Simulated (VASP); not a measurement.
A run of VASP 6.6.1 is set up as follows.

The input POSCAR:

```
PtSe2
1.0
    3.7722852866      0.0000000000      0.0000000000
   -1.8861426433      3.2668948885      0.0000000000
    0.0000000000      0.0000000000      5.3387746858
Pt Se
1 2
Direct
    0.0000000000      0.0000000000      0.0000000000
    0.3333333333      0.6666666667      0.2398864153
    0.6666666667      0.3333333333      0.7601135847
```

File INCAR.step1:

```
SYSTEM = PtSe2
PREC = Accurate ; ENCUT = 520
ISMEAR = -1 ; SIGMA = 0.02
LREAL = .FALSE. ; LASPH = .TRUE.
NELM = 60 ; NBANDS = 18
GGA = PE ; ALGO = Normal
EDIFF = 1E-4 ; LWAVE = .TRUE.
LCHARG = .FALSE.
```

INCAR.step2

```
SYSTEM = PtSe2
PREC = Accurate ; ENCUT = 520
EDIFF = 1E-6 ; ISMEAR = -1
SIGMA = 0.02 ; LREAL = .FALSE.
LASPH = .TRUE. ; NELM = 60
ALGO = Normal ; ISIF = 2
LWAVE = .FALSE. ; LCHARG = .FALSE.
METAGGA = R2SCAN ; LMIXTAU = .TRUE.
NBANDS = 18 ; ISTART = 1
```

KPOINTS

```
regular mesh
0
G
  12 12 6
  0 0 0
```

Potentials or basis: VASP PAW PBE potentials, release 64 (Pt, Se).

Run with:

```bash
$ cat potpaw_PBE.64/Pt/POTCAR potpaw_PBE.64/Se/POTCAR > POTCAR
$ cp INCAR.step1 INCAR
$ mpirun -np 1 vasp_std > vasp.out
$ cp INCAR.step2 INCAR
$ mpirun -np 1 vasp_std > vasp.out
```

Problem. Predict the largest force.

Solution. 0.020 eV/Å.

Problem. Predict the pressure.

Solution. -0.8 GPa.

Forces on the atoms (eV/Å):
```
Pt   0.000  0.000  0.000
Se   0.000  0.000 -0.020
Se   0.000  0.000  0.020
```

Caveat: the cell differs from its parent crystal (strain +1.2%); the PAW data sets were made with another functional, which shifts forces and pressure a little.
